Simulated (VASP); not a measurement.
# CoSi (P2_13) in VASP: electric field gradients with PBE

Aim: the electric field gradients of CoSi with PBE.

All numbers are computed with VASP 6.6.1; they aren't measurements. Logs are shortened: lines on timing, memory, paths and dates and some standing lists are left out, and cuts for length are marked.

### Step 1. The cell of the first run

It takes space group P2_13 (No. 198, cubic). Conventional cell: a = 4.438 Å, b = 4.438 Å, c = 4.438 Å, α = 90.00°, β = 90.00°, γ = 90.00°. Co (site symmetry 3) has 7 Si at 2.28 to 2.47 Å and 6 Co at 2.72 Å within 3.0 Å. Si (site symmetry 3) has 7 Co at 2.28 to 2.47 Å and 6 Si at 2.75 Å within 3.0 Å.

### Step 2. Electric field gradients, PBE, collinear spin, ferromagnetic start

Contents of INCAR:

```
SYSTEM = CoSi
PREC = Accurate ; ENCUT = 520
EDIFF = 1E-8 ; ISMEAR = -1
SIGMA = 0.05 ; LREAL = .False.
LASPH = .True. ; NELM = 150
ALGO = Normal ; ISIF = 2
LWAVE = .False. ; LCHARG = .False.
ISPIN = 2 ; MAGMOM = 2 2 2 2 0 0 0 0
LORBIT = 11 ; LMAXMIX = 4
GGA = PE ; LEFG = .True.
NBANDS = 40
```

Contents of KPOINTS:

```
Automatic mesh
0
Gamma
  7 7 7
  0 0 0
```

Contents of POSCAR:

```
CoSi
1.0
    4.4380000000      0.0000000000      0.0000000000
    0.0000000000      4.4380000000      0.0000000000
    0.0000000000      0.0000000000      4.4380000000
Co Si
4 4
Direct
    0.1400000000      0.1400000000      0.1400000000
    0.3600000000      0.8600000000      0.6400000000
    0.6400000000      0.3600000000      0.8600000000
    0.8600000000      0.6400000000      0.3600000000
    0.8430000000      0.8430000000      0.8430000000
    0.6570000000      0.1570000000      0.3430000000
    0.3430000000      0.6570000000      0.1570000000
    0.1570000000      0.3430000000      0.6570000000
```

Potentials or basis: VASP PAW PBE potentials, release 64 (Co, Si).

The run is started by

```sh
> cat potpaw_PBE.64/Co/POTCAR potpaw_PBE.64/Si/POTCAR > POTCAR
> mpirun -np 1 vasp_std > vasp.out
```

OUTCAR:

```text
SYSTEM = CoSi
   PREC = Accurate
   ENCUT = 520
   EDIFF = 1E-8
   ISMEAR = -1
   LREAL = .False.
   LASPH = .True.
   NELM = 150
   ISIF = 2
   ISPIN = 2
   LORBIT = 11
   GGA = PE

 ion  position               nearest neighbor table
   1  0.140  0.140  0.140-   5 2.28   6 2.33   7 2.33   8 2.33   7 2.47   8 2.47   6 2.47   2 2.72
                             4 2.72   2 2.72   4 2.72   3 2.72   3 2.72
   2  0.360  0.860  0.640-   6 2.28   5 2.33   7 2.33   8 2.33   7 2.47   8 2.47   5 2.47   1 2.72
                             3 2.72   1 2.72   3 2.72   4 2.72   4 2.72
   3  0.640  0.360  0.860-   7 2.28   6 2.33   5 2.33   8 2.33   8 2.47   6 2.47   5 2.47   4 2.72
                             2 2.72   2 2.72   4 2.72   1 2.72   1 2.72
   4  0.860  0.640  0.360-   8 2.28   6 2.33   7 2.33   5 2.33   6 2.47   5 2.47   7 2.47   3 2.72
                             1 2.72   1 2.72   3 2.72   2 2.72   2 2.72
   5  0.843  0.843  0.843-   1 2.28   2 2.33   3 2.33   4 2.33   3 2.47   4 2.47   2 2.47   6 2.75
                             7 2.75   8 2.75   6 2.75   8 2.75   7 2.75
   6  0.657  0.157  0.343-   2 2.28   1 2.33   3 2.33   4 2.33   3 2.47   4 2.47   1 2.47   8 2.75
                             5 2.75   5 2.75   7 2.75   7 2.75   8 2.75
   7  0.343  0.657  0.157-   3 2.28   2 2.33   1 2.33   4 2.33   4 2.47   2 2.47   1 2.47   8 2.75
                             5 2.75   8 2.75   6 2.75   6 2.75   5 2.75
   8  0.157  0.343  0.657-   4 2.28   2 2.33   3 2.33   1 2.33   2 2.47   1 2.47   3 2.47   7 2.75
                             5 2.75   7 2.75   5 2.75   6 2.75   6 2.75

  LATTYP: Found a simple cubic cell.
 ALAT       =     4.4380000000

  Lattice vectors:

 A1 = (   4.4380000000,   0.0000000000,   0.0000000000)
 A2 = (   0.0000000000,   4.4380000000,   0.0000000000)
 A3 = (   0.0000000000,   0.0000000000,   4.4380000000)

Analysis of symmetry for initial positions (statically):
=====================================================================
 Subroutine PRICEL returns:
 Original cell was already a primitive cell.

 Routine SETGRP: Setting up the symmetry group for a
 simple cubic supercell.

 Subroutine GETGRP returns: Found 12 space group operations
 (whereof  3 operations were pure point group operations)
 out of a pool of 48 trial point group operations.

The static configuration has the point symmetry C_3 .
 The point group associated with its full space group is T   .

Analysis of symmetry for dynamics (positions and initial velocities):
=====================================================================
 Subroutine PRICEL returns:
 Original cell was already a primitive cell.

 Routine SETGRP: Setting up the symmetry group for a
 simple cubic supercell.

 Subroutine GETGRP returns: Found 12 space group operations
 (whereof  3 operations were pure point group operations)
 out of a pool of 48 trial point group operations.

The dynamic configuration has the point symmetry C_3 .
 The point group associated with its full space group is T   .

Analysis of structural, dynamic, and magnetic symmetry:
=====================================================================
 Subroutine PRICEL returns:
 Original cell was already a primitive cell.

 Routine SETGRP: Setting up the symmetry group for a
 simple cubic supercell.

 Subroutine GETGRP returns: Found 12 space group operations
 (whereof  3 operations were pure point group operations)
 out of a pool of 48 trial point group operations.

The overall configuration has the point symmetry C_3 .
 The point group associated with its full space group is T   .

 Subroutine INISYM returns: Found 12 space group operations
 (whereof  3 operations are pure point group operations),
 and found     1 'primitive' translations

----------------------------------------------------------------------------------------

                                     Primitive cell

  volume of cell :      87.4102

  direct lattice vectors                    reciprocal lattice vectors
     4.438000000  0.000000000  0.000000000     0.225326724  0.000000000  0.000000000
     0.000000000  4.438000000  0.000000000     0.000000000  0.225326724  0.000000000
     0.000000000  0.000000000  4.438000000     0.000000000  0.000000000  0.225326724

[... 144 lines left out ...]
 E-fermi :  12.0815     XC(G=0): -12.8397

 val. band max:       12.0391900717   @ k =   0.0000   0.0000   0.0000
 cond. band min:      12.0926397617   @ k =   0.4286   0.4286   0.4286
 fundamental gap:      0.0534496900
 Fermi energy:        12.0815068366

 spin component 1

 k-point     1 :       0.0000    0.0000    0.0000
  band No.  band energies     occupation
      1      -1.5954      1.00000
      2       3.8864      1.00000
      3       3.8864      1.00000
      4       3.8864      1.00000
      5       6.5957      1.00000
      6       6.5957      1.00000
[... 973 lines left out ...]
     37      18.6120      0.00000
     38      19.1008      0.00000
 Fermi energy:        12.0815068366

 spin component 2

 k-point     1 :       0.0000    0.0000    0.0000
  band No.  band energies     occupation
      1      -1.5954      1.00000
      2       3.8864      1.00000
      3       3.8864      1.00000
      4       3.8864      1.00000
      5       6.5957      1.00000
      6       6.5957      1.00000
[... 973 lines left out ...]
     37      18.6120      0.00000
     38      19.1008      0.00000
 [bands above 38 left out]

------------------------ aborting loop because EDIFF is reached ----------------------------------------

  FORCE on cell =-STRESS in cart. coord.  units (eV):
  Direction    XX          YY          ZZ          XY          YZ          ZX
  --------------------------------------------------------------------------------------
  -------------------------------------------------------------------------------------
  Total       -0.1929997     -0.1929997     -0.1929997      0.0000000      0.0000000      0.0000000
  in kB       -3.5375727     -3.5375727     -3.5375727      0.0000000      0.0000000      0.0000000
  external PRESSURE =      -3.5375727 kB  Pullay stress =       0.0000000 kB

 VOLUME and BASIS-vectors are now :
 -----------------------------------------------------------------------------
  energy-cutoff  :      520.00
  volume of cell :       87.41
      direct lattice vectors                 reciprocal lattice vectors
     4.438000000  0.000000000  0.000000000     0.225326724  0.000000000  0.000000000
     0.000000000  4.438000000  0.000000000     0.000000000  0.225326724  0.000000000
     0.000000000  0.000000000  4.438000000     0.000000000  0.000000000  0.225326724

 POSITION                                       TOTAL-FORCE (eV/Angst)
 -----------------------------------------------------------------------------------
      0.62132      0.62132      0.62132         0.156132      0.156132      0.156132
      1.59768      3.81668      2.84032        -0.156132     -0.156132      0.156132
      2.84032      1.59768      3.81668         0.156132     -0.156132     -0.156132
      3.81668      2.84032      1.59768        -0.156132      0.156132     -0.156132
      3.74123      3.74123      3.74123        -0.021571     -0.021571     -0.021571
      2.91577      0.69677      1.52223         0.021571      0.021571     -0.021571
      1.52223      2.91577      0.69677        -0.021571      0.021571      0.021571
      0.69677      1.52223      2.91577         0.021571     -0.021571      0.021571
 -----------------------------------------------------------------------------------
    total drift:                               -0.000000      0.000000      0.000000

  FREE ENERGIE OF THE ION-ELECTRON SYSTEM (eV)
  ---------------------------------------------------
  free  energy   TOTEN  =       -54.7325186808 eV

  energy  without entropy=      -54.7174678914  energy(sigma->0) =      -54.72499329

 Electric field gradients (V/A^2)
---------------------------------------------------------------------
 ion       V_xx      V_yy      V_zz      V_xy      V_xz      V_yz
---------------------------------------------------------------------
   1       0.000    -0.000     0.000    -0.791    -0.791    -0.791
   2       0.000    -0.000     0.000    -0.791     0.791     0.791
   3       0.000    -0.000     0.000     0.791     0.791    -0.791
   4       0.000    -0.000     0.000     0.791    -0.791     0.791
   5      -0.000    -0.000    -0.000   -15.241   -15.241   -15.241
   6       0.000    -0.000    -0.000   -15.241    15.241    15.241
   7      -0.000    -0.000    -0.000    15.241    15.241   -15.241
   8      -0.000     0.000    -0.000    15.241   -15.241    15.241
---------------------------------------------------------------------

 Electric field gradients after diagonalization (V/A^2)
 (convention: |V_zz| > |V_xx| > |V_yy|)
----------------------------------------------------------------------
 ion       V_xx      V_yy      V_zz     asymmetry (V_yy - V_xx)/ V_zz
----------------------------------------------------------------------
   1       0.791     0.791    -1.582       0.000
   2       0.791     0.791    -1.582       0.000
   3       0.791     0.791    -1.582       0.000
   4       0.791     0.791    -1.582       0.000
   5      15.241    15.241   -30.482       0.000
   6      15.241    15.241   -30.482       0.000
   7      15.241    15.241   -30.482       0.000
   8      15.241    15.241   -30.482       0.000
----------------------------------------------------------------------

           NMR quadrupolar parameters

 Cq : quadrupolar parameter    Cq=e*Q*V_zz/h
 eta: asymmetry parameters     (V_yy - V_xx)/ V_zz
 Q  : nuclear electric quadrupole moment in mb (millibarn)
----------------------------------------------------------------------
 ion       Cq(MHz)       eta       Q (mb)
----------------------------------------------------------------------
   1      -0.004       0.000       1.000
   2      -0.004       0.000       1.000
   3      -0.004       0.000       1.000
   4      -0.004       0.000       1.000
   5      -0.074       0.000       1.000
   6      -0.074       0.000       1.000
   7      -0.074       0.000       1.000
   8      -0.074       0.000       1.000
----------------------------------------------------------------------

 total charge

# of ion       s       p       d       tot
------------------------------------------
    1        0.434   0.616   7.565   8.614
    2        0.434   0.616   7.565   8.614
    3        0.434   0.616   7.565   8.614
    4        0.434   0.616   7.565   8.614
    5        0.728   0.882   0.000   1.609
    6        0.728   0.882   0.000   1.609
    7        0.728   0.882   0.000   1.609
    8        0.728   0.882   0.000   1.609
--------------------------------------------------
tot          4.647   5.989  30.258  40.894

 magnetization (x)

# of ion       s       p       d       tot
------------------------------------------
    1        0.000   0.000  -0.000  -0.000
    2        0.000   0.000  -0.000  -0.000
    3        0.000   0.000  -0.000  -0.000
    4        0.000   0.000  -0.000  -0.000
    5        0.000   0.000   0.000   0.000
    6        0.000   0.000   0.000   0.000
    7        0.000   0.000   0.000   0.000
    8        0.000   0.000   0.000   0.000
--------------------------------------------------
tot          0.000   0.000  -0.000  -0.000
```

Run time: 3.2 min. Hardware: 1 thread of Oxide Virtual Turin-like, shared host; peak memory 0.27 GiB.

What came out:

```
Free energy                                           : -54.7325 eV
Pressure                                              : -0.4 GPa
Largest force                                         : 0.270 eV/Å
Band gap on the k mesh                                : zero (filled and empty bands overlap)
Net moment                                            : 0.00 μB per cell
Largest electric field gradient by atom               : Co -1.6; Si -30.5 V/Å²
Valence electrons inside the program's atomic spheres : Co 8.61; Si 1.61
```

Forces on the atoms (eV/Å):
```
Co   0.156  0.156  0.156
Co  -0.156 -0.156  0.156
Co   0.156 -0.156 -0.156
Co  -0.156  0.156 -0.156
Si  -0.022 -0.022 -0.022
Si   0.022  0.022 -0.022
Si  -0.022  0.022  0.022
Si   0.022 -0.022  0.022
```

Electric field gradients, principal values (V/Å²):
```tsv
atom	least	middle	greatest (by size)
1 Co	0.791	0.791	-1.582
2 Co	0.791	0.791	-1.582
3 Co	0.791	0.791	-1.582
4 Co	0.791	0.791	-1.582
5 Si	15.241	15.241	-30.482
6 Si	15.241	15.241	-30.482
7 Si	15.241	15.241	-30.482
8 Si	15.241	15.241	-30.482
```

Caveat: the moments typed at the start vanished in this run; without QUAD_EFG the Cq values of the log hold for a quadrupole moment of 1 mb, not for the nuclei.

The gap in the log of VASP goes by the Fermi energy; the results here count the filled bands.